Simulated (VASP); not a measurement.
ZnSe (Stilleite):

```
Zn Se
1.0
     0.00000    2.83242    2.83242
     2.83242    0.00000    2.83242
     2.83242    2.83242    0.00000
Zn Se
1 1
Direct
  0.00000 0.00000 0.00000
  0.25000 0.25000 0.25000
```

Base run:

* Program: VASP 6.6.1
* Functional: r2SCAN
* Potentials or basis: VASP PAW PBE potentials, release 64 (Zn, Se)
* Cutoff: 520 eV
* k mesh: 6 × 6 × 6
* Occupations: gaussian, width 0.01 eV
* Spin: no spin polarisation

Its results: band gap on the k mesh 1.87 eV, direct; pressure 0.1 GPa.

Problem. The run is repeated on the same cell with these changes: functional from r2SCAN to PBE. What comes out?

Solution. Band gap on the k mesh 1.29 eV, direct; pressure 2.5 GPa.

r2SCAN gives the wider gap, since meta-GGAs in the generalised Kohn-Sham scheme recover part of the derivative discontinuity.

Caveats: the PAW data sets were made with another functional, which shifts forces and pressure a little (some runs).

